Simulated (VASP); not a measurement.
Runs of VASP 6.6.1 on HfO2. The structure is that of space group Fm-3m (No. 225), or close to it. The cells are those of the table. 

```tsv
task	level	potentials or basis	spin	cell	cutoff (eV)	smearing	gap on the mesh (eV)	pressure (GPa)
single point	PBEsol	VASP PAW PBE potentials, release 64 (Hf_pv, O)	off	a = 3.567 Å, angles 60.0°, 3 atoms	520	fermi-dirac 0.02 eV	3.71	-3.7
single point	PBE	VASP PAW PBE potentials, release 64 (Hf_pv, O)	non-collinear, zero start, SOC	a = 3.577 Å, angles 60.0°, 3 atoms	520	gaussian 0.01 eV	-	(a)
single point	r2SCAN	VASP PAW PBE potentials, release 64 (Hf_pv, O)	off	a = 3.577 Å, angles 60.0°, 3 atoms	520	gaussian 0.01 eV	4.31	-4.0
single point	r2SCAN	VASP PAW PBE potentials, release 64 (Hf_pv, O)	off	a = 3.577 Å, angles 60.0°, 3 atoms	520	fermi-dirac 0.02 eV	4.31	-4.0
relaxation of cell and atoms	LDA	VASP PAW LDA potentials, release 64 (Hf_pv, O)	off	relaxed from a = 3.605 Å, angles 60.0°, 3 atoms	600	fermi-dirac 0.02 eV	3.74	0.0
```

Alike in all rows: k mesh 8 × 8 × 8.

Question: Estimate the missing entries.

Answer: (a) 2.3.

Caveats: spin-orbit coupling is left out, which moves the levels of the heavy elements (some runs); the PAW data sets were made with another functional, which shifts forces and pressure a little (some runs).

A k mesh can miss the band edges, and rows without SOC leave out spin-orbit coupling on Hf.
